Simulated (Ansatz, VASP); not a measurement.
# Nb5N: VASP beside Ansatz

```xyz
6
Lattice="3.1357 0.0000 0.0000 -1.5679 2.7156 0.0000 0.0000 0.0000 11.4385" Properties=species:S:1:pos:R:3 pbc="T T T"
Nb    0.0000    1.8104    1.2127
Nb    1.5679    0.9052   10.2258
Nb    1.5679    0.9052    3.5869
Nb    0.0000    1.8104    7.8516
Nb    0.0000    0.0000    5.7193
N     0.0000    0.0000    0.0000
```

Alike in both runs: functional PBE; k mesh 12 × 12 × 4; occupations gaussian, width 0.1 eV; no spin polarisation.

Ansatz relaxed the structure, and its values are those at the end. VASP's run is a single point on that final structure, the one shown.

```csv
,VASP,Ansatz
version,VASP 6.6.1,Ansatz 0.2.0
potentials or method,"VASP PAW PBE potentials, release 64 (Nb_sv, N), cutoff 520 eV","scalar-relativistic, plane waves, PAW"
valence electrons in the cell,70,70
```

Ansatz gave:

```
gap on the k mesh at the Fermi level (eV) : none
pressure (GPa)                            : 0.0
rms of the force components (eV/Å)        : 0.002
```

Estimate VASP's values.

gap on the k mesh at the Fermi level (eV): none; pressure (GPa): -0.4; rms of the force components (eV/Å): 0.004.

A gap of «none» marks a metal or a gap that the smearing closes.
